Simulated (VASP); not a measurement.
B, 12 atoms in the cell. The structure is orthorhombic, space group Pnnm (No. 58). Conventional cell: a = 2.941 Å, b = 3.287 Å, c = 8.598 Å, α = 90.00°, β = 90.00°, γ = 90.00°. B (site symmetry 1) has 7 B at 1.72 to 1.93 Å within 2.3 Å. B (site symmetry m) has 4 B at 1.72 to 2.09 Å within 2.3 Å. The cell was built from a structure type or drawn by symmetry, and may not be a known phase.

```yaml
Program: VASP 6.6.1
Task: single point
Functional: PBE
Potentials_or_basis: VASP PAW PBE potentials, release 64 (B)
Cutoff: 520 eV
k_mesh: 6 × 6 × 2
Occupations: gaussian, width 0.1 eV
Spin: no spin polarisation
Dipole_correction: no
Further_INCAR_settings: ALGO = Normal; EDIFF = 1e-07; NBANDS = 30
```

Potentials or basis: VASP PAW PBE potentials, release 64 (B).

Launch:

```console
$ cat potpaw_PBE.64/B/POTCAR > POTCAR
$ mpirun -np 1 vasp_std > vasp.out
```

Hardware: 1 thread of AMD EPYC 9R45 96-Core Processor (Zen 5), on a shared host.

**Question.** How long does it take, and how much memory?

**Answer.** It took 42 s on 1 thread of AMD EPYC 9R45 96-Core Processor (Zen 5), on a shared host, peak memory 0.17 GiB. Counts: scf iterations 14, k points 32.
